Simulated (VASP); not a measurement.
# Mg (P-1) in VASP: notebook

The runs below take Mg through single point, with PBE.

Program: VASP 6.6.1. These are calculated values, not measurements. Logs are shortened: lines on timing, memory, paths and dates and some standing lists are left out, and cuts for length are marked.

### 1 The cell of the first run

The typed cell holds 2 atoms: a = 3.209 Å, b = 3.209 Å, c = 5.210 Å, α = 90.00°, β = 90.00°, γ = 120.00°.

### 2 Single point, PBE (atom 1 (Mg) moved by (-0.150, -0.150) A along [1 1 0] and z)

The input, INCAR:

```
PREC     = Accurate       # precision mode
ENCUT    = 520            # plane-wave cutoff, eV
EDIFF    = 1E-7           # SCF threshold, eV
ISMEAR   = 0              # smearing method
SIGMA    = 0.15           # smearing width, eV
LREAL    = False          # projectors in reciprocal space
LASPH    = True           # aspherical terms in the spheres
NELM     = 80             # most SCF steps
ALGO     = Fast           # electronic algorithm
ISIF     = 2              # what is computed and relaxed
LWAVE    = False          # write WAVECAR
LCHARG   = False          # write CHGCAR
GGA      = PE             # functional
NBANDS   = 9              # bands
```

The input, KPOINTS:

```
regular mesh
0
Gamma
  18 18 10
```

The input, POSCAR:

```
Mg
1.0
    3.2092715325      0.0000000000      0.0000000000
   -1.6046357662      2.7793106748      0.0000000000
    0.0000000000      0.0000000000      5.2103300000
Mg
2
Direct
    0.2812021070      0.6285039603      0.2212110365
    0.6666666667      0.3333333333      0.7500000000
```

Potentials or basis: VASP PAW PBE potentials, release 64 (Mg).

Command:

```console
$ cat potpaw_PBE.64/Mg/POTCAR > POTCAR
$ mpirun -np 1 vasp_std > vasp.out
```

OUTCAR:

```text
PREC = Accurate
   ENCUT = 520
   EDIFF = 1E-7
   ISMEAR = 0
   LREAL = False
   LASPH = True
   NELM = 80
   ISIF = 2
   GGA = PE

 ion  position               nearest neighbor table
   1  0.281  0.629  0.221-   2 2.99   2 3.10   2 3.14   2 3.24   2 3.35   2 3.38
   2  0.667  0.333  0.750-   1 2.99   1 3.10   1 3.14   1 3.24   1 3.35   1 3.38

  LATTYP: Found a hexagonal cell.
 ALAT       =     3.2092715325
 C/A-ratio  =     1.6235242008

  Lattice vectors:

 A1 = (   3.2092715325,   0.0000000000,   0.0000000000)
 A2 = (  -1.6046357662,   2.7793106748,   0.0000000000)
 A3 = (   0.0000000000,   0.0000000000,   5.2103300000)

Analysis of symmetry for initial positions (statically):
=====================================================================
 Subroutine PRICEL returns:
 Original cell was already a primitive cell.

 Routine SETGRP: Setting up the symmetry group for a
 hexagonal supercell.

 Subroutine GETGRP returns: Found  2 space group operations
 (whereof  1 operations were pure point group operations)
 out of a pool of 24 trial point group operations.

The static configuration has the point symmetry C_1 .
 The point group associated with its full space group is S_2 .

Analysis of symmetry for dynamics (positions and initial velocities):
=====================================================================
 Subroutine PRICEL returns:
 Original cell was already a primitive cell.

 Routine SETGRP: Setting up the symmetry group for a
 hexagonal supercell.

 Subroutine GETGRP returns: Found  2 space group operations
 (whereof  1 operations were pure point group operations)
 out of a pool of 24 trial point group operations.

The dynamic configuration has the point symmetry C_1 .
 The point group associated with its full space group is S_2 .

 Subroutine INISYM returns: Found  2 space group operations
 (whereof  1 operations are pure point group operations),
 and found     1 'primitive' translations

----------------------------------------------------------------------------------------

                                     Primitive cell

  volume of cell :      46.4739

  direct lattice vectors                    reciprocal lattice vectors
     3.209271532  0.000000000  0.000000000     0.311597193  0.179900723  0.000000000
    -1.604635766  2.779310675  0.000000000     0.000000000  0.359801446  0.000000000
[... 90 lines left out ...]
   NFREE  =      0    steps in history (QN), initial steepest desc. (CG)
   ISIF   =      2    stress and relaxation
   ISYM   =      2    0-nonsym 1-usesym 2-fastsym
   POTIM  = 0.5000    time-step for ionic-motion
   TEBEG  =    0.0;   TEEND  =   0.0 temperature during run
   PSTRESS=    0.0 pullay stress
   NELECT =       4.0000    total number of electrons
   NUPDOWN=      -1.0000    fix difference up-down
   EMIN   =  10.00;   EMAX   =-10.00  energy-range for DOS
   EFERMI =   0.00;   METHOD = LEGACY
   ISMEAR =     0;   SIGMA  =   0.15  broadening in eV -4-tet -1-fermi 0-gaus
   EFERMI_NEDOS =   21; number of points for ismear=-14 and -15
   IALGO  =     68    algorithm
   IMIX   =      4    mixing-type and parameters
     AMIX     =   0.40;   BMIX     =  1.00
     AMIX_MAG =   1.60;   BMIX_MAG =  1.00
  volume/ion in A,a.u.               =      23.24       156.81
  Fermi-wavevector in a.u.,A,eV,Ry     =   0.722812  1.365916  7.108458  0.522457
  Thomas-Fermi vector in A             =   1.812869
   LORBIT       =      0    0 simple, 1 ext, 2 COOP (PROOUT), +10 PAW based schemes
   GGA     = PE    functional components
   LHFCALC =     F    Hartree Fock is set to
   AEXX    =    0.0000 exact exchange contribution
   IVDW    =     0    specifies the selected vdW correction
   LEPSILON=     F    determine dielectric tensor
   LRPA    =     F    only Hartree local field effects (RPA)
 non-spin polarized calculation
 RMM-DIIS sequential band-by-band and
 Gauss-broadening in eV      SIGMA  =   0.15
  energy-cutoff  :      520.00
  volume of cell :       46.47
 maximum number of plane-waves:      1276
   NGX = 11   NGY = 11   NGZ = 19

 number of electron       4.0000000 magnetization

 Free energy of the ion-electron system (eV)
  ---------------------------------------------------
  ext. energy  EPLUGINS =         0.00000000
  ---------------------------------------------------
  free energy    TOTEN  =        -2.97793911 eV

  energy without entropy =       -2.96780079  energy(sigma->0) =       -2.97286995

 E-fermi :   2.5635     XC(G=0):  -8.4487

 val. band max:        2.5627705299   @ k =  -0.3889   0.5000  -0.3000
 cond. band min:       2.5682028398   @ k =  -0.2222  -0.2778  -0.2000
 fundamental gap:      0.0054323099
 Fermi energy:         2.5635201138

 k-point     1 :       0.0000    0.0000    0.0000
  band No.  band energies     occupation
      1      -4.3235      2.00000
      2       0.9246      2.00000
      3       1.3242      2.00000
      4      13.4130      0.00000
      5      13.4274      0.00000
      6      13.4585      0.00000
      7      13.4863      0.00000
      8      14.3905      0.00000
      9      15.6276      0.00000
[... 265 lines left out ...]
 k-point    24 :       0.0000    0.4444    0.0000
  band No.  band energies     occupation
      1      -0.5414      2.00000
      2       1.5047      2.00000
      3       4.4494      0.00000
      4       5.0738      0.00000
      5       6.5106      0.00000
      6       6.9997      0.00000
      7       9.4112      0.00000
      8      10.8904      0.00000
      9      13.8090      0.00000

 [... further k-points ...]

------------------------ aborting loop because EDIFF is reached ----------------------------------------

  FORCE on cell =-STRESS in cart. coord.  units (eV):
  Direction    XX          YY          ZZ          XY          YZ          ZX
  --------------------------------------------------------------------------------------
  -------------------------------------------------------------------------------------
  Total       -0.0192568     -0.1865925      0.0197491      0.0795539      0.0584190      0.0717042
  in kB       -0.6638759     -6.4327411      0.6808461      2.7426055      2.0139829      2.4719890
  external PRESSURE =      -2.1385903 kB  Pullay stress =       0.0000000 kB

 VOLUME and BASIS-vectors are now :
 -----------------------------------------------------------------------------
  energy-cutoff  :      520.00
  volume of cell :       46.47
      direct lattice vectors                 reciprocal lattice vectors
     3.209271532  0.000000000  0.000000000     0.311597193  0.179900723  0.000000000
    -1.604635766  2.779310675  0.000000000     0.000000000  0.359801446  0.000000000
     0.000000000  0.000000000  5.210330000     0.000000000  0.000000000  0.191926423

 POSITION                                       TOTAL-FORCE (eV/Angst)
 -----------------------------------------------------------------------------------
     -0.10607      1.74681      1.15258         0.092560      0.075645      0.403570
      1.60464      0.92644      3.90775        -0.092560     -0.075645     -0.403570
 -----------------------------------------------------------------------------------
    total drift:                                0.000000      0.000000     -0.000002

  FREE ENERGIE OF THE ION-ELECTRON SYSTEM (eV)
  ---------------------------------------------------
  free  energy   TOTEN  =        -2.9779391133 eV

  energy  without entropy=       -2.9678007903  energy(sigma->0) =       -2.97286995
```

OSZICAR:

```text
N       E                     dE             d eps       ncg     rms          rms(c)
DAV:   1    -0.351848475747E+00   -0.35185E+00   -0.12720E+03 29232   0.312E+02
DAV:   2    -0.295671902013E+01   -0.26049E+01   -0.25214E+01 38965   0.268E+01
DAV:   3    -0.299664051960E+01   -0.39921E-01   -0.39637E-01 37221   0.271E+00
DAV:   4    -0.299676343267E+01   -0.12291E-03   -0.12290E-03 37150   0.149E-01
DAV:   5    -0.299676400154E+01   -0.56888E-06   -0.56860E-06 36144   0.975E-03    0.982E-01
RMM:   6    -0.298597866325E+01    0.10785E-01   -0.12573E-03 29941   0.209E-01    0.620E-01
RMM:   7    -0.297851656676E+01    0.74621E-02   -0.21080E-03 31111   0.320E-01    0.992E-02
RMM:   8    -0.297793649597E+01    0.58007E-03   -0.21716E-04 31649   0.108E-01    0.130E-02
RMM:   9    -0.297793685409E+01   -0.35812E-06   -0.13085E-05 33862   0.234E-02    0.600E-03
RMM:  10    -0.297793917519E+01   -0.23211E-05   -0.14391E-06 34149   0.724E-03    0.325E-04
RMM:  11    -0.297793911326E+01    0.61924E-07   -0.23434E-07 34420   0.299E-03
   1 F= -.29779391E+01 E0= -.29728700E+01  d E =-.101383E-01
```

It took 10 min on 1 thread of Intel Xeon 8259CL, shared host; peak memory 0.71 GiB.

What came out:

```
Free energy            : -2.9779 eV
Pressure               : -0.2 GPa
Largest force          : 0.421 eV/Å
Band gap on the k mesh : zero (bands 2 and 3 overlap by 2.25 eV)
```

Forces on the atoms (eV/Å):
```
Mg   0.093  0.076  0.404
Mg  -0.093 -0.076 -0.404
```

Caveat: the cell differs from its parent crystal (atom 1 (Mg) moved by (-0.150, -0.150) A along [1 1 0] and z).

### 3 Single point, PBE (atom 1 (Mg) moved by (+0.150, -0.150) A along [1 1 0] and z)

The input, INCAR:

```
  ALGO = Fast
  EDIFF = 1E-6
  ENCUT = 520
  GGA = PE
  ISIF = 2
  ISMEAR = 0
  LASPH = True
  LCHARG = False
  LREAL = False
  LWAVE = False
  NBANDS = 9
  NELM = 80
  PREC = Accurate
  SIGMA = 0.15
```

The input, KPOINTS:

```
k-points
0
Gamma
  18 18 10
```

POSCAR, as its differences from that of step 2:

```diff
@@ -8,3 +8,3 @@
 Direct
-    0.2812021070      0.6285039603      0.2212110365
+    0.3854645597      0.7048293730      0.2212110365
     0.6666666667      0.3333333333      0.7500000000
```

Potentials or basis: VASP PAW PBE potentials, release 64 (Mg).

Command:

```console
$ cat potpaw_PBE.64/Mg/POTCAR > POTCAR
$ mpirun -np 1 vasp_std > vasp.out
```

Wall time 9.6 min (1 thread of Intel Xeon 8259CL, shared host); peak memory 0.71 GiB.

The run converged. Its results:

- Free energy: -2.9791 eV
- Pressure: -0.2 GPa
- Largest force: 0.414 eV/Å
- Band gap on the k mesh: zero (bands 2 and 3 overlap by 2.25 eV)

Forces on the atoms (eV/Å):
```
Mg  -0.059 -0.076  0.402
Mg   0.059  0.076 -0.402
```

Stress tensor (GPa, compression positive):
```
-0.64 -0.30 -0.16
-0.30 -0.06 -0.20
-0.16 -0.20  0.04
```

Levels at points of the mesh, in eV from the Fermi level:
```tsv
k point	band 1	band 2	band 3	band 4	band 5	band 6
(0.00, 0.00, 0.00)	-6.89	-1.64	-1.24	10.84	10.87	10.88
(0.50, 0.00, 0.00)	-2.13	-2.13	2.61	3.11	3.15	3.70
(0.00, 0.50, 0.00)	-2.13	-2.13	2.72	2.98	3.34	3.62
(0.50, 0.50, 0.00)	-2.13	-2.13	2.68	3.02	3.28	3.65
(0.00, 0.00, 0.50)	-5.71	-5.27	4.93	5.07	11.51	11.54
(0.50, 0.00, 0.50)	-1.15	-1.11	-0.41	-0.40	7.71	7.78
(0.00, 0.50, 0.50)	-1.18	-1.16	-0.35	-0.35	7.72	7.72
(0.50, 0.50, 0.50)	-1.17	-1.15	-0.36	-0.36	7.71	7.73
```

Caveat: the cell differs from its parent crystal (atom 1 (Mg) moved by (+0.150, -0.150) A along [1 1 0] and z).
